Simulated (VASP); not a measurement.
# K (P4/mmm) in VASP: further runs

Runs on K. Level: r2SCAN. Tasks: single point.

Everything below comes from runs of VASP 6.6.1. Logs are shortened: lines on timing, memory, paths and dates and some standing lists are left out, and cuts for length are marked.

### 1 The cell of the first run

It takes space group P4/mmm (No. 123, tetragonal). Conventional cell: a = 3.955 Å, b = 3.955 Å, c = 4.310 Å, α = 90.00°, β = 90.00°, γ = 90.00°. K (site symmetry 4/mmm) has 6 K at 3.95 to 4.31 Å within 5.2 Å.

### 2 Single point, r2SCAN (normal strain along x -0.0825, normal strain along z -0.0825)

POSCAR reads:

```
K
1.0
    3.9548282321      0.0000000000      0.0000000000
    0.0000000000      4.3104394900      0.0000000000
    0.0000000000      0.0000000000      3.9548282321
K
1
Direct
    0.0000000000      0.0000000000      0.0000000000
```

INCAR.step1 reads:

```
SYSTEM = K
  PREC = Accurate
  ENCUT = 520
  ISMEAR = 0
  SIGMA = 0.15
  LREAL = .False.
  LASPH = .True.
  NELM = 100
  NBANDS = 10
  GGA = PE
  ALGO = Normal
  EDIFF = 1E-4
  LWAVE = .True.
  LCHARG = .False.
```

INCAR.step2 reads:

```
SYSTEM = K
  PREC = Accurate
  ENCUT = 520
  EDIFF = 1E-6
  ISMEAR = 0
  SIGMA = 0.15
  LREAL = .False.
  LASPH = .True.
  NELM = 100
  ALGO = Normal
  ISIF = 2
  LWAVE = .False.
  LCHARG = .False.
  METAGGA = R2SCAN
  LMIXTAU = .True.
  NBANDS = 10
  ISTART = 1
```

KPOINTS reads:

```
regular mesh
0
Gamma
  10 10 10
  0 0 0
```

Potentials or basis: VASP PAW PBE potentials, release 64 (K_sv).

Launch:

```
> cat potpaw_PBE.64/K_sv/POTCAR > POTCAR
> cp INCAR.step1 INCAR
> mpirun -np 1 vasp_std > vasp.out
> cp INCAR.step2 INCAR
> mpirun -np 1 vasp_std > vasp.out
```

OUTCAR:

```text
SYSTEM = K
   PREC = Accurate
   ENCUT = 520
   EDIFF = 1E-6
   ISMEAR = 0
   LREAL = .False.
   LASPH = .True.
   NELM = 100
   ISIF = 2
   METAGGA = R2SCAN
   ISTART = 1

 ion  position               nearest neighbor table
   1  0.000  0.000  0.000-

  LATTYP: Found a simple tetragonal cell.
 ALAT       =     3.9548282321
 C/A-ratio  =     1.0899182561

  Lattice vectors:

 A1 = (  -3.9548282321,   0.0000000000,   0.0000000000)
 A2 = (   0.0000000000,   0.0000000000,   3.9548282321)
 A3 = (   0.0000000000,   4.3104394900,   0.0000000000)

Analysis of symmetry for initial positions (statically):
=====================================================================
 Subroutine PRICEL returns:
 Original cell was already a primitive cell.

 Routine SETGRP: Setting up the symmetry group for a
 simple tetragonal supercell.

 Subroutine GETGRP returns: Found 16 space group operations
 (whereof 16 operations were pure point group operations)
 out of a pool of 16 trial point group operations.

The static configuration has the point symmetry D_4h.

Analysis of symmetry for dynamics (positions and initial velocities):
=====================================================================
 Subroutine PRICEL returns:
 Original cell was already a primitive cell.

 Routine SETGRP: Setting up the symmetry group for a
 simple tetragonal supercell.

 Subroutine GETGRP returns: Found 16 space group operations
 (whereof 16 operations were pure point group operations)
 out of a pool of 16 trial point group operations.

The dynamic configuration has the point symmetry D_4h.

 Subroutine INISYM returns: Found 16 space group operations
 (whereof 16 operations are pure point group operations),
 and found     1 'primitive' translations

----------------------------------------------------------------------------------------

                                     Primitive cell

  volume of cell :      67.4181

  direct lattice vectors                    reciprocal lattice vectors
     3.954828232  0.000000000  0.000000000     0.252855482  0.000000000  0.000000000
     0.000000000  4.310439490  0.000000000     0.000000000  0.231994905  0.000000000
     0.000000000  0.000000000  3.954828232     0.000000000  0.000000000  0.252855482

  length of vectors
     3.954828232  4.310439490  3.954828232     0.252855482  0.231994905  0.252855482

  position of ions in fractional coordinates (direct lattice)
     0.000000000  0.000000000  0.000000000

  ion indices of the primitive-cell ions
   primitive index   ion index
                 1           1

----------------------------------------------------------------------------------------

 KPOINTS: regular mesh

Automatic generation of k-mesh.
 Grid dimensions read from file:
 generate k-points for:   10   10   10

 Generating k-lattice:

  Cartesian coordinates                     Fractional coordinates (reciprocal lattice)
     0.025285548  0.000000000  0.000000000     0.100000000  0.000000000  0.000000000
     0.000000000  0.023199491  0.000000000     0.000000000  0.100000000  0.000000000
     0.000000000  0.000000000  0.025285548     0.000000000  0.000000000  0.100000000

  Length of vectors
     0.025285548  0.023199491  0.025285548

  Shift w.r.t. Gamma in fractional coordinates (k-lattice)
     0.000000000  0.000000000  0.000000000

 Subroutine IBZKPT returns following result:
 ===========================================

 Found    126 irreducible k-points:

 Following reciprocal coordinates:
            Coordinates               Weight
  0.000000  0.000000  0.000000      1.000000
  0.100000  0.000000  0.000000      4.000000
  0.200000  0.000000  0.000000      4.000000
  0.300000  0.000000  0.000000      4.000000
  0.400000  0.000000  0.000000      4.000000
  0.500000  0.000000  0.000000      2.000000
[... 16 lines left out ...]
  0.400000  0.300000  0.000000      8.000000
  0.500000  0.300000  0.000000      4.000000
 [... further k-points ...]
   k-points           NKPTS =    126   k-points in BZ     NKDIM =    126   number of bands    NBANDS=     10
   number of dos      NEDOS =    301   number of ions     NIONS =      1
   total plane-waves  NPLWV =  28800
   dimension x,y,z NGX =    30 NGY =   32 NGZ =   30
   dimension x,y,z NGXF=    60 NGYF=   64 NGZF=   60
   ions per type =               1
   NGX,Y,Z   is equivalent  to a cutoff of  12.61, 12.34, 12.61 a.u.
   NGXF,Y,Z  is equivalent  to a cutoff of  25.22, 24.68, 25.22 a.u.
 SYSTEM =  K
   PREC   = accura    normal or accurate (medium, high low for compatibility)
   ISTART =      1    job   : 0-new  1-cont  2-samecut
   ICHARG =      0    charge: 1-file 2-atom 10-const
   ISPIN  =      1    spin polarized calculation?
   LNONCOLLINEAR =      F non collinear calculations
   LSORBIT =      F    spin-orbit coupling
   LASPH  =      T    aspherical Exc in radial PAW
   ENCUT  =  520.0 eV  38.22 Ry    6.18 a.u.   7.35  8.01  7.35*2*pi/ulx,y,z
   NELM   =    100;   NELMIN=  2; NELMDL=  0     # of ELM steps
   EDIFF  = 0.1E-05   stopping-criterion for ELM
   LREAL  =      F    real-space projection
   EDIFFG = 0.1E-04   stopping-criterion for IOM
   NSW    =      0    number of steps for IOM
   IBRION =     -1    ionic relax: 0-MD 1-quasi-New 2-CG
   NFREE  =      0    steps in history (QN), initial steepest desc. (CG)
   ISIF   =      2    stress and relaxation
   ISYM   =      2    0-nonsym 1-usesym 2-fastsym
   POTIM  = 0.5000    time-step for ionic-motion
   TEBEG  =    0.0;   TEEND  =   0.0 temperature during run
   PSTRESS=    0.0 pullay stress
   NELECT =       9.0000    total number of electrons
   NUPDOWN=      -1.0000    fix difference up-down
   EMIN   =  10.00;   EMAX   =-10.00  energy-range for DOS
   EFERMI =   0.00;   METHOD = LEGACY
   ISMEAR =     0;   SIGMA  =   0.15  broadening in eV -4-tet -1-fermi 0-gaus
   EFERMI_NEDOS =   21; number of points for ismear=-14 and -15
   IALGO  =     38    algorithm
   IMIX   =      4    mixing-type and parameters
     AMIX     =   0.40;   BMIX     =  1.00
     AMIX_MAG =   1.60;   BMIX_MAG =  1.00
  volume/ion in A,a.u.               =      67.42       454.96
  Fermi-wavevector in a.u.,A,eV,Ry     =   0.836688  1.581111  9.524709  0.700046
  Thomas-Fermi vector in A             =   1.950453
   LORBIT       =      0    0 simple, 1 ext, 2 COOP (PROOUT), +10 PAW based schemes
   METAGGA = R2SCAN    functional components
   LHFCALC =     F    Hartree Fock is set to
   AEXX    =    0.0000 exact exchange contribution
   IVDW    =     0    specifies the selected vdW correction
   LEPSILON=     F    determine dielectric tensor
   LRPA    =     F    only Hartree local field effects (RPA)
 non-spin polarized calculation
 Gauss-broadening in eV      SIGMA  =   0.15
  energy-cutoff  :      520.00
  volume of cell :       67.42
 maximum number of plane-waves:      1840
 NGX is ok and might be reduce to    30
   NGX = 15   NGY = 17   NGZ = 15

 number of electron       8.9999999 magnetization

 Free energy of the ion-electron system (eV)
  ---------------------------------------------------
  ext. energy  EPLUGINS =         0.00000000
  ---------------------------------------------------
  free energy    TOTEN  =        -5.87234210 eV

  energy without entropy =       -5.86473726  energy(sigma->0) =       -5.86853968

 E-fermi :   0.1826     XC(G=0):  -6.1151

 val. band max:        0.1743513229   @ k =   0.1000   0.5000   0.0000
 cond. band min:       0.2155504334   @ k =   0.3000   0.4000   0.1000
 fundamental gap:      0.0411991105
 Fermi energy:         0.1825964557

 k-point     1 :       0.0000    0.0000    0.0000
  band No.  band energies     occupation
      1     -33.7079      2.00000
      2     -16.3547      2.00000
      3     -16.3444      2.00000
      4     -16.3444      2.00000
      5      -2.2326      2.00000
      6       3.2055      0.00000
      7       3.4969      0.00000
      8       6.7821      0.00000
      9       7.0957      0.00000
     10       7.0958      0.00000

 k-point     2 :       0.1000    0.0000    0.0000
  band No.  band energies     occupation
      1     -33.7067      2.00000
      2     -16.3621      2.00000
      3     -16.3530      2.00000
      4     -16.3429      2.00000
      5      -2.1133      2.00000
      6       3.2508      0.00000
      7       3.4757      0.00000
      8       6.2684      0.00000
      9       7.0025      0.00000
     10       7.1149      0.00000

 k-point     3 :       0.2000    0.0000    0.0000
  band No.  band energies     occupation
      1     -33.7037      2.00000
      2     -16.4080      2.00000
      3     -16.3485      2.00000
      4     -16.3388      2.00000
      5      -1.7628      2.00000
      6       3.1018      0.00000
      7       3.5353      0.00000
      8       5.7101      0.00000
      9       6.4536      0.00000
     10       7.0787      0.00000

 k-point     4 :       0.3000    0.0000    0.0000
  band No.  band energies     occupation
      1     -33.7000      2.00000
      2     -16.4640      2.00000
      3     -16.3430      2.00000
      4     -16.3338      2.00000
      5      -1.2007      2.00000
      6       2.4089      0.00000
      7       3.7893      0.00000
      8       5.2737      0.00000
      9       6.0038      0.00000
     10       7.1135      0.00000

 k-point     5 :       0.4000    0.0000    0.0000
  band No.  band energies     occupation
      1     -33.6970      2.00000
      2     -16.5087      2.00000
      3     -16.3385      2.00000
      4     -16.3298      2.00000
      5      -0.4543      2.00000
      6       1.4416      0.00000
      7       4.0470      0.00000
      8       4.9973      0.00000
      9       5.7168      0.00000
     10       7.2853      0.00000

 k-point     6 :       0.5000    0.0000    0.0000
  band No.  band energies     occupation
      1     -33.6958      2.00000
      2     -16.5256      2.00000
      3     -16.3367      2.00000
      4     -16.3283      2.00000
      5       0.3787      0.06444
      6       0.5135      0.00181
      7       4.1604      0.00000
      8       4.9027      0.00000
      9       5.6185      0.00000
     10       7.3064      0.00000
[... 183 lines left out ...]
 k-point    21 :       0.2000    0.3000    0.0000
  band No.  band energies     occupation
      1     -33.7011      2.00000
      2     -16.4048      2.00000
      3     -16.4010      2.00000
      4     -16.3346      2.00000
      5      -0.9321      2.00000
      6       2.1109      0.00000
      7       3.6223      0.00000
      8       4.9662      0.00000
      9       6.2069      0.00000
     10       6.7432      0.00000

 k-point    22 :       0.3000    0.3000    0.0000
  band No.  band energies     occupation
      1     -33.6974      2.00000
      2     -16.4572      2.00000
      3     -16.3964      2.00000
      4     -16.3298      2.00000
      5      -0.4218      2.00000
      6       2.4743      0.00000
      7       3.0055      0.00000
      8       4.5924      0.00000
      9       6.1524      0.00000
     10       6.5010      0.00000

 k-point    23 :       0.4000    0.3000    0.0000
  band No.  band energies     occupation
      1     -33.6944      2.00000
      2     -16.5009      2.00000
      3     -16.3908      2.00000
      4     -16.3258      2.00000
      5       0.2327      0.63673
      6       2.0574      0.00000
      7       3.0273      0.00000
      8       4.2289      0.00000
      9       5.9228      0.00000
     10       6.5638      0.00000

 k-point    24 :       0.5000    0.3000    0.0000
  band No.  band energies     occupation
      1     -33.6932      2.00000
      2     -16.5175      2.00000
      3     -16.3886      2.00000
      4     -16.3243      2.00000
      5       0.7797      0.00000
      6       1.4310      0.00000
      7       3.3714      0.00000
      8       3.9089      0.00000
      9       5.8307      0.00000
     10       6.6050      0.00000

 [... further k-points ...]

------------------------ aborting loop because EDIFF is reached ----------------------------------------

  FORCE on cell =-STRESS in cart. coord.  units (eV):
  Direction    XX          YY          ZZ          XY          YZ          ZX
  --------------------------------------------------------------------------------------
  -------------------------------------------------------------------------------------
  Total        0.4339614     -0.0672101      0.4339614      0.0000000      0.0000000      0.0000000
  in kB       10.3129965     -1.5972343     10.3129965      0.0000000      0.0000000      0.0000000
  external PRESSURE =       6.3429196 kB  Pullay stress =       0.0000000 kB

 VOLUME and BASIS-vectors are now :
 -----------------------------------------------------------------------------
  energy-cutoff  :      520.00
  volume of cell :       67.42
      direct lattice vectors                 reciprocal lattice vectors
     3.954828232  0.000000000  0.000000000     0.252855482  0.000000000  0.000000000
     0.000000000  4.310439490  0.000000000     0.000000000  0.231994905  0.000000000
     0.000000000  0.000000000  3.954828232     0.000000000  0.000000000  0.252855482

 POSITION                                       TOTAL-FORCE (eV/Angst)
 -----------------------------------------------------------------------------------
      0.00000      0.00000      0.00000         0.000000      0.000000      0.000000
 -----------------------------------------------------------------------------------
    total drift:                                0.000000     -0.000000     -0.000000

  FREE ENERGIE OF THE ION-ELECTRON SYSTEM (eV)
  ---------------------------------------------------
  free  energy   TOTEN  =        -5.8723421034 eV

  energy  without entropy=       -5.8647372635  energy(sigma->0) =       -5.86853968
```

Wall time 1.7 min (1 thread of Intel Xeon 6975P-C (Granite Rapids), shared host); peak memory 0.23 GiB.

What came out:

- Free energy: -5.8723 eV
- Pressure: 0.6 GPa
- Band gap on the k mesh: zero (an odd number of electrons rules out a gap without spin polarisation)

Caveat: the cell differs from its parent crystal (normal strain along x -0.0825, normal strain along z -0.0825); the PAW data sets were made with another functional, which shifts forces and pressure a little.

### 3 Single point, r2SCAN (normal strain along x -0.1100, normal strain along z +0.0000)

POSCAR reads:

```
K
1.0
    3.8362911461      0.0000000000      0.0000000000
    0.0000000000      4.3104394900      0.0000000000
    0.0000000000      0.0000000000      4.3104394900
K
1
Direct
    0.0000000000      0.0000000000      0.0000000000
```

INCAR.step1 reads:

```
ALGO = Normal ; EDIFF = 1E-4
ENCUT = 520 ; GGA = PE
ISMEAR = 0 ; LASPH = T
LCHARG = F ; LREAL = F
LWAVE = T ; NBANDS = 10
NELM = 100 ; PREC = Accurate
SIGMA = 0.15
```

INCAR.step2 reads:

```
ALGO = Normal ; EDIFF = 1E-7
ENCUT = 520 ; ISIF = 2
ISMEAR = 0 ; ISTART = 1
LASPH = T ; LCHARG = F
LMIXTAU = T ; LREAL = F
LWAVE = F ; METAGGA = R2SCAN
NBANDS = 10 ; NELM = 100
PREC = Accurate ; SIGMA = 0.15
```

KPOINTS reads:

```
k-points
0
Gamma
  10 10 10
```

Potentials or basis: VASP PAW PBE potentials, release 64 (K_sv).

Launch:

```
> cat potpaw_PBE.64/K_sv/POTCAR > POTCAR
> cp INCAR.step1 INCAR
> mpirun -np 1 vasp_std > vasp.out
> cp INCAR.step2 INCAR
> mpirun -np 1 vasp_std > vasp.out
```

Run time: 2.1 min. Hardware: 1 thread of Intel Xeon 6975P-C (Granite Rapids), shared host; peak memory 0.24 GiB.

The run converged. Its results:

```yaml
Free_energy: -5.8718 eV
Pressure: 0.4 GPa
Band_gap_on_the_k_mesh: zero (an odd number of electrons rules out a gap without spin polarisation)
```

Stress tensor (GPa, compression positive):
```
 1.44  0.00  0.00
 0.00 -0.12  0.00
 0.00  0.00 -0.12
```

Levels at points of the mesh, in eV from the Fermi level:
```
           k point  band 1  band 2  band 3  band 4  band 5  band 6  band 7  band 8
(0.00, 0.00, 0.00)  -33.93  -16.58  -16.58  -16.56   -2.34    2.98    3.29    6.58
(0.50, 0.00, 0.00)  -33.91  -16.79  -16.55  -16.55    0.43    0.58    4.10    4.73
(0.00, 0.50, 0.00)  -33.92  -16.66  -16.57  -16.55   -0.09   -0.05    3.78    4.91
(0.50, 0.50, 0.00)  -33.90  -16.77  -16.63  -16.55    1.11    2.69    2.81    2.87
(0.00, 0.50, 0.50)  -33.92  -16.65  -16.65  -16.54    0.96    2.11    2.11    2.32
(0.50, 0.50, 0.50)  -33.90  -16.76  -16.62  -16.62    2.26    2.26    2.82    4.70
```

Caveat: the cell differs from its parent crystal (normal strain along x -0.1100, normal strain along z +0.0000); the PAW data sets were made with another functional, which shifts forces and pressure a little.

### 4 Single point, r2SCAN (normal strain along x -0.0825, normal strain along z +0.0000)

Changes to POSCAR since step 3:

```diff
@@ -2,3 +2,3 @@
 1.0
-    3.8362911461      0.0000000000      0.0000000000
+    3.9548282321      0.0000000000      0.0000000000
     0.0000000000      4.3104394900      0.0000000000
```

INCAR.step1 reads:

```
SYSTEM = K
ALGO = Normal ; EDIFF = 1E-4
ENCUT = 520 ; GGA = PE
ISMEAR = 0 ; LASPH = .True.
LCHARG = .False. ; LREAL = .False.
LWAVE = .True. ; NBANDS = 10
NELM = 80 ; PREC = Accurate
SIGMA = 0.15
```

INCAR.step2 reads:

```
SYSTEM = K
ALGO = Normal ; EDIFF = 1E-6
ENCUT = 520 ; ISIF = 2
ISMEAR = 0 ; ISTART = 1
LASPH = .True. ; LCHARG = .True.
LELF = .True. ; LMIXTAU = .True.
LREAL = .False. ; LVHAR = .True.
LWAVE = .False. ; METAGGA = R2SCAN
NBANDS = 10 ; NELM = 80
PREC = Accurate ; SIGMA = 0.15
```

KPOINTS reads:

```
k-points
0
Gamma
  10 10 10
  0 0 0
```

Launch:

```
> cat potpaw_PBE.64/K_sv/POTCAR > POTCAR
> cp INCAR.step1 INCAR
> mpirun -np 1 vasp_std > vasp.out
> cp INCAR.step2 INCAR
> mpirun -np 1 vasp_std > vasp.out
```

Wall time 1.7 min (1 thread of Intel Xeon 6975P-C (Granite Rapids), shared host); peak memory 0.24 GiB.

The run converged. Its results:

```
Free energy            : -5.8888 eV
Pressure               : 0.3 GPa
Band gap on the k mesh : zero (an odd number of electrons rules out a gap without spin polarisation)
```

Stress tensor (GPa, compression positive):
```
 1.01  0.00  0.00
 0.00 -0.09  0.00
 0.00  0.00 -0.09
```

Levels at points of the mesh, in eV from the Fermi level:
```csv
k point,band 2,band 3,band 4,band 5,band 6,band 7
"(0.00, 0.00, 0.00)",-16.58,-16.58,-16.57,-2.31,3.05,3.29
"(0.50, 0.00, 0.00)",-16.74,-16.56,-16.56,0.31,0.45,4.04
"(0.00, 0.50, 0.00)",-16.66,-16.57,-16.56,-0.06,-0.02,3.82
"(0.50, 0.50, 0.00)",-16.73,-16.64,-16.55,1.11,2.56,2.66
"(0.00, 0.50, 0.50)",-16.65,-16.65,-16.55,1.01,2.15,2.15
"(0.50, 0.50, 0.50)",-16.72,-16.63,-16.63,2.30,2.30,2.71
```

Caveat: the cell differs from its parent crystal (normal strain along x -0.0825, normal strain along z +0.0000); the PAW data sets were made with another functional, which shifts forces and pressure a little.

### 5 The runs side by side

```csv
cell,gap on the mesh (eV),pressure (GPa)
"a = 3.955, b = 4.310 Å, 1 atom",none,0.6
"a = 3.836, b = 4.310, c = 4.310 Å, 1 atom",none,0.4
"a = 3.955, b = 4.310, c = 4.310 Å, 1 atom",none,0.3
```

Alike in all rows: task single point; level r2SCAN; potentials or basis VASP PAW PBE potentials, release 64 (K_sv); no spin polarisation; k mesh 10 × 10 × 10; cutoff (eV) 520; smearing gaussian 0.15 eV.

Caveats: the PAW data sets were made with another functional, which shifts forces and pressure a little.

Total energies depend on the potentials used, so only differences within one code and one set of settings carry meaning.

The gap in the log of VASP goes by the Fermi energy; the results here count the filled bands.